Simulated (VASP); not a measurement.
# GaN (P6_3/mmc) in VASP: relaxation of cell and atoms with r2SCAN

Aim: the relaxation of cell and atoms of GaN with r2SCAN.

All numbers are computed with VASP 6.6.1; they aren't measurements. Logs are shortened: lines on timing, memory, paths and dates and some standing lists are left out, and cuts for length are marked.

## (1) The cell of the first run

The structure is hexagonal, space group P6_3/mmc (No. 194). The conventional cell has a = 3.304 Å, b = 3.304 Å, c = 4.731 Å, α = 90.00°, β = 90.00°, γ = 120.00°. Ga (site symmetry -6m2) has 5 N at 1.91 to 2.37 Å within 2.5 Å. Within 2.5 Å of N (site symmetry -6m2) lie 5 Ga at 1.91 to 2.37 Å.

## (2) Relaxation of cell and atoms, r2SCAN

POSCAR reads:

```
GaN
1.0
    3.3041042026      0.0000000000      0.0000000000
   -1.6520521013      2.8614381762      0.0000000000
    0.0000000000      0.0000000000      4.7308180846
Ga N
2 2
Direct
    0.3333333333      0.6666666667      0.0000000000
    0.6666666667      0.3333333333      0.5000000000
    0.3333333333      0.6666666667      0.5000000000
    0.6666666667      0.3333333333      1.0000000000
```

INCAR.step1 reads:

```
SYSTEM = GaN
  ALGO = Normal
  EDIFF = 1E-4
  ENCUT = 600
  GGA = PE
  ISMEAR = 0
  LASPH = .TRUE.
  LCHARG = .FALSE.
  LREAL = .FALSE.
  LWAVE = .TRUE.
  NELM = 80
  PREC = Accurate
  SIGMA = 0.02
```

INCAR.step2 reads:

```
SYSTEM = GaN
  ALGO = Normal
  EDIFF = 1E-6
  EDIFFG = -0.002
  ENCUT = 600
  IBRION = 2
  ISIF = 3
  ISMEAR = 0
  ISTART = 1
  LASPH = .TRUE.
  LCHARG = .FALSE.
  LMIXTAU = .TRUE.
  LREAL = .FALSE.
  LWAVE = .FALSE.
  METAGGA = R2SCAN
  NELM = 80
  NSW = 100
  PREC = Accurate
  SIGMA = 0.02
```

KPOINTS reads:

```
k-points
0
G
  12 12 8
  0 0 0
```

Potentials or basis: VASP PAW PBE potentials, release 64 (Ga_d, N).

Command:

```
$ cat potpaw_PBE.64/Ga_d/POTCAR potpaw_PBE.64/N/POTCAR > POTCAR
$ cp INCAR.step1 INCAR
$ mpirun -np 1 vasp_std > vasp.out
$ cp INCAR.step2 INCAR
$ mpirun -np 1 vasp_std > vasp.out
```

OUTCAR:

```text
SYSTEM = GaN
   EDIFF = 1E-6
   EDIFFG = -0.002
   ENCUT = 600
   IBRION = 2
   ISIF = 3
   ISMEAR = 0
   ISTART = 1
   LASPH = .TRUE.
   LREAL = .FALSE.
   METAGGA = R2SCAN
   NELM = 80
   NSW = 100
   PREC = Accurate

 ion  position               nearest neighbor table
   1  0.333  0.667  0.000-   4 1.91   4 1.91   4 1.91
   2  0.667  0.333  0.500-   3 1.91   3 1.91   3 1.91
   3  0.333  0.667  0.500-   2 1.91   2 1.91   2 1.91
   4  0.667  0.333  0.000-   1 1.91   1 1.91   1 1.91

  LATTYP: Found a hexagonal cell.
 ALAT       =     3.3041042026
 C/A-ratio  =     1.4318005107

  Lattice vectors:

 A1 = (   3.3041042026,   0.0000000000,   0.0000000000)
 A2 = (  -1.6520521013,   2.8614381762,   0.0000000000)
 A3 = (   0.0000000000,   0.0000000000,   4.7308180846)

Analysis of symmetry for initial positions (statically):
=====================================================================
 Subroutine PRICEL returns:
 Original cell was already a primitive cell.

 Routine SETGRP: Setting up the symmetry group for a
 hexagonal supercell.

 Subroutine GETGRP returns: Found 24 space group operations
 (whereof 12 operations were pure point group operations)
 out of a pool of 24 trial point group operations.

The static configuration has the point symmetry D_3h.
 The point group associated with its full space group is D_6h.

Analysis of symmetry for dynamics (positions and initial velocities):
=====================================================================
 Subroutine PRICEL returns:
 Original cell was already a primitive cell.

 Routine SETGRP: Setting up the symmetry group for a
 hexagonal supercell.

 Subroutine GETGRP returns: Found 24 space group operations
 (whereof 12 operations were pure point group operations)
 out of a pool of 24 trial point group operations.

The dynamic configuration has the point symmetry D_3h.
 The point group associated with its full space group is D_6h.

 Subroutine INISYM returns: Found 24 space group operations
 (whereof 12 operations are pure point group operations),
 and found     1 'primitive' translations

----------------------------------------------------------------------------------------

                                     Primitive cell

  volume of cell :      44.7275

  direct lattice vectors                    reciprocal lattice vectors
     3.304104203  0.000000000  0.000000000     0.302653893  0.174737307  0.000000000
    -1.652052101  2.861438176  0.000000000     0.000000000  0.349474613  0.000000000
     0.000000000  0.000000000  4.730818085     0.000000000  0.000000000  0.211379931

  length of vectors
     3.304104203  3.304104203  4.730818085     0.349474613  0.349474613  0.211379931

  position of ions in fractional coordinates (direct lattice)
     0.333333333  0.666666667  0.000000000
     0.666666667  0.333333333  0.500000000
     0.333333333  0.666666667  0.500000000
     0.666666667  0.333333333  0.000000000

  ion indices of the primitive-cell ions
   primitive index   ion index
                 1           1
                 2           2
                 3           3
                 4           4

----------------------------------------------------------------------------------------

 KPOINTS: k-points

Automatic generation of k-mesh.
 Grid dimensions read from file:
 generate k-points for:   12   12    8

 Generating k-lattice:

  Cartesian coordinates                     Fractional coordinates (reciprocal lattice)
     0.025221158  0.014561442  0.000000000     0.083333333  0.000000000  0.000000000
     0.000000000  0.029122884  0.000000000     0.000000000  0.083333333  0.000000000
     0.000000000  0.000000000  0.026422491     0.000000000  0.000000000  0.125000000

  Length of vectors
     0.029122884  0.029122884  0.026422491

  Shift w.r.t. Gamma in fractional coordinates (k-lattice)
     0.000000000  0.000000000  0.000000000

 Subroutine IBZKPT returns following result:
 ===========================================

 Found     95 irreducible k-points:

 Following reciprocal coordinates:
            Coordinates               Weight
  0.000000  0.000000  0.000000      1.000000
  0.083333  0.000000  0.000000      6.000000
  0.166667  0.000000  0.000000      6.000000
  0.250000 -0.000000  0.000000      6.000000
  0.333333  0.000000  0.000000      6.000000
  0.416667 -0.000000  0.000000      6.000000
[... 16 lines left out ...]
  0.250000 -0.000000  0.125000     12.000000
  0.333333  0.000000  0.125000     12.000000
 [... further k-points ...]
   k-points           NKPTS =     95   k-points in BZ     NKDIM =     95   number of bands    NBANDS=     22
   number of dos      NEDOS =    301   number of ions     NIONS =      4
   total plane-waves  NPLWV =  31360
   dimension x,y,z NGX =    28 NGY =   28 NGZ =   40
   dimension x,y,z NGXF=    56 NGYF=   56 NGZF=   80
   ions per type =               2   2
   NGX,Y,Z   is equivalent  to a cutoff of  14.09, 14.09, 14.06 a.u.
   NGXF,Y,Z  is equivalent  to a cutoff of  28.18, 28.18, 28.11 a.u.
 SYSTEM =  GaN
   PREC   = accura    normal or accurate (medium, high low for compatibility)
   ISTART =      1    job   : 0-new  1-cont  2-samecut
   ICHARG =      0    charge: 1-file 2-atom 10-const
   ISPIN  =      1    spin polarized calculation?
   LNONCOLLINEAR =      F non collinear calculations
   LSORBIT =      F    spin-orbit coupling
   LASPH  =      T    aspherical Exc in radial PAW
   ENCUT  =  600.0 eV  44.10 Ry    6.64 a.u.   6.60  6.60  9.45*2*pi/ulx,y,z
   NELM   =     80;   NELMIN=  2; NELMDL=  0     # of ELM steps
   EDIFF  = 0.1E-05   stopping-criterion for ELM
   LREAL  =      F    real-space projection
   EDIFFG = -.2E-02   stopping-criterion for IOM
   NSW    =    100    number of steps for IOM
   IBRION =      2    ionic relax: 0-MD 1-quasi-New 2-CG
   NFREE  =      1    steps in history (QN), initial steepest desc. (CG)
   ISIF   =      3    stress and relaxation
   ISYM   =      2    0-nonsym 1-usesym 2-fastsym
   POTIM  = 0.5000    time-step for ionic-motion
   TEBEG  =    0.0;   TEEND  =   0.0 temperature during run
   PSTRESS=    0.0 pullay stress
   NELECT =      36.0000    total number of electrons
   NUPDOWN=      -1.0000    fix difference up-down
   EMIN   =  10.00;   EMAX   =-10.00  energy-range for DOS
   EFERMI =   0.00;   METHOD = LEGACY
   ISMEAR =     0;   SIGMA  =   0.02  broadening in eV -4-tet -1-fermi 0-gaus
   EFERMI_NEDOS =   21; number of points for ismear=-14 and -15
   IALGO  =     38    algorithm
   IMIX   =      4    mixing-type and parameters
     AMIX     =   0.40;   BMIX     =  1.00
     AMIX_MAG =   1.60;   BMIX_MAG =  1.00
  volume/ion in A,a.u.               =      11.18        75.46
  Fermi-wavevector in a.u.,A,eV,Ry     =   1.522828  2.877728 31.551984  2.319005
  Thomas-Fermi vector in A             =   2.631354
   LORBIT       =      0    0 simple, 1 ext, 2 COOP (PROOUT), +10 PAW based schemes
   METAGGA = R2SCAN    functional components
   LHFCALC =     F    Hartree Fock is set to
   AEXX    =    0.0000 exact exchange contribution
   IVDW    =     0    specifies the selected vdW correction
   LEPSILON=     F    determine dielectric tensor
   LRPA    =     F    only Hartree local field effects (RPA)
 conjugate gradient relaxation of ions
 non-spin polarized calculation
 Gauss-broadening in eV      SIGMA  =   0.02
  energy-cutoff  :      600.00
  volume of cell :       44.73
 maximum number of plane-waves:      1531
 NGX is ok and might be reduce to    28
   NGX = 13   NGY = 13   NGZ = 19

--------------------------------------- Ionic step        1  -------------------------------------------

 number of electron      36.0000001 magnetization

 Free energy of the ion-electron system (eV)
  ---------------------------------------------------
  ext. energy  EPLUGINS =         0.00000000
  ---------------------------------------------------
  free energy    TOTEN  =       -42.82513911 eV

  energy without entropy =      -42.82513911  energy(sigma->0) =      -42.82513911

------------------------ aborting loop because EDIFF is reached ----------------------------------------

  FORCE on cell =-STRESS in cart. coord.  units (eV):
  Direction    XX          YY          ZZ          XY          YZ          ZX
  --------------------------------------------------------------------------------------
  -------------------------------------------------------------------------------------
  Total        0.3683157      0.3683157      0.1866145      0.0000000      0.0000000      0.0000000
  in kB       13.1933913     13.1933913      6.6846964      0.0000000      0.0000000      0.0000000
  external PRESSURE =      11.0238263 kB  Pullay stress =       0.0000000 kB
[... 175 lines left out ...]
  energy  without entropy=      -42.8259145223  energy(sigma->0) =      -42.82591452

--------------------------------------- Ionic step        6  -------------------------------------------

 number of electron      36.0000001 magnetization

 Free energy of the ion-electron system (eV)
  ---------------------------------------------------
  ext. energy  EPLUGINS =         0.00000000
  ---------------------------------------------------
  free energy    TOTEN  =       -42.82591393 eV

  energy without entropy =      -42.82591393  energy(sigma->0) =      -42.82591393

 E-fermi :   5.9233     XC(G=0): -12.7732

 val. band max:        5.8459821601   @ k =   0.0000   0.0000   0.0000
 cond. band min:       7.6911895091   @ k =   0.0000   0.0000   0.0000
 fundamental gap:      1.8452073490
 Fermi energy:         5.9233192084

 k-point     1 :       0.0000    0.0000    0.0000
  band No.  band energies     occupation
      1     -11.6361      2.00000
      2     -10.5995      2.00000
      3      -8.7370      2.00000
      4      -8.7370      2.00000
      5      -8.7299      2.00000
      6      -8.7299      2.00000
[... 574 lines left out ...]
      6      -8.5669      2.00000
[... 14 lines left out ...]
     21      13.7082      0.00000
     22      14.1094      0.00000

 [... further k-points ...]
[... 5 lines left out ...]
  --------------------------------------------------------------------------------------
  -------------------------------------------------------------------------------------
  Total       -0.0056943     -0.0056943      0.0016945      0.0000000      0.0000000      0.0000000
  in kB       -0.2029792     -0.2029792      0.0604027      0.0000000      0.0000000      0.0000000
  external PRESSURE =      -0.1151853 kB  Pullay stress =       0.0000000 kB
[... 19 lines left out ...]
  FREE ENERGIE OF THE ION-ELECTRON SYSTEM (eV)
  ---------------------------------------------------
  free  energy   TOTEN  =       -42.8259139275 eV

  energy  without entropy=      -42.8259139275  energy(sigma->0) =      -42.82591393

 reached required accuracy - stopping structural energy minimisation
```

Run time: 35 min. Hardware: 1 thread of Intel Xeon 8259CL, shared host; peak memory 0.26 GiB.

Results:

```yaml
Free_energy: -42.8259 eV
Relaxed_volume: 11.24 Å³/atom
Relaxed_cell: a = 3.311 Å, b = 3.311 Å, c = 4.736 Å, α = 90.00°, β = 90.00°, γ = 120.00°
Space_group_after_relaxing_to_0.1_Å: P6_3/mmc (No. 194)
Energy_gained_by_relaxing: 0.2 meV/atom
Ionic_steps: 6
Pressure_after_relaxing: 0.0 GPa
Band_gap_on_the_k_mesh: 1.85 eV
```

Step by step:
```csv
step,energy change (eV),largest force (eV/Å),pressure (GPa),volume (Å³)
1,0.0000,0.0000,1.10,44.73
2,0.0005,0.0000,-1.27,45.23
3,-0.0008,0.0000,0.05,44.94
4,-0.0008,0.0000,-0.03,44.95
5,-0.0008,0.0000,0.20,44.94
6,-0.0008,0.0000,-0.01,44.95
```

Final structure:
```
Ga N
1.0
     3.31055    0.00000    0.00000
    -1.65528    2.86702    0.00000
     0.00000    0.00000    4.73554
Ga N
2 2
Direct
  0.33333 0.66667 0.00000
  0.66667 0.33333 0.50000
  0.33333 0.66667 0.50000
  0.66667 0.33333 0.00000
```

Levels at points of the mesh, in eV from the valence-band top:
```tsv
k point	band 14	band 15	band 16	band 17	band 18	band 19	band 20	band 21	band 22
(0.00, 0.00, 0.00)	-2.15	-2.15	-0.92	-0.92	0.00	1.85	2.47	8.88	8.88
(0.50, 0.00, 0.00)	-5.99	-4.10	-4.07	-2.16	-2.00	3.73	5.56	7.24	8.79
(0.00, 0.00, 0.50)	-3.49	-1.52	-1.52	-1.52	-1.52	4.04	4.04	8.60	8.60
(0.50, 0.00, 0.50)	-7.54	-3.19	-3.19	-1.19	-1.19	4.82	4.82	6.97	6.97
```

Caveat: the PAW data sets were made with another functional, which shifts forces and pressure a little.
